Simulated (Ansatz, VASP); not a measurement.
# TiRh3: VASP beside Ansatz

```
Ti Rh
1.0
     3.79635    0.00000    0.00000
     0.00000    3.79635    0.00000
     0.00000    0.00000    3.79635
Ti Rh
1 3
Direct
  0.00000 0.00000 0.00000
  0.00000 0.50000 0.50000
  0.50000 0.00000 0.50000
  0.50000 0.50000 0.00000
```

Change from the starting cell: volume scaled by 0.98, PAW files.

Alike in both runs: task electric field gradients; functional LDA; k mesh 10 × 10 × 10; occupations fermi-dirac, width 0.03 eV; no spin polarisation.

|  | VASP | Ansatz |
| --- | --- | --- |
| version | VASP 6.6.1 | Ansatz 0.2.0 |
| potentials or method | VASP PAW LDA potentials, release 64 (Ti_sv, Rh_pv) | PAW with Ansatz's default frozen-core files, scalar-relativistic |
| plane-wave cutoff (eV) | 520 | 420 |
| valence electrons in the cell | 57 | 63 |

Ansatz gave:

* pressure (GPa): -5.5
* size of Vzz on the site where it differs most (V/Å²): 29.9

What did VASP give for the same quantities?

Pressure (GPa): -4.7; size of Vzz on the site where it differs most (V/Å²): 34.7.

LDA's correlation is that of Perdew and Zunger in VASP and of Perdew and Wang (1992) in Ansatz. VASP's potentials hold 57 valence electrons a cell and Ansatz's 63, so a difference there can come from the potentials and not from the codes.
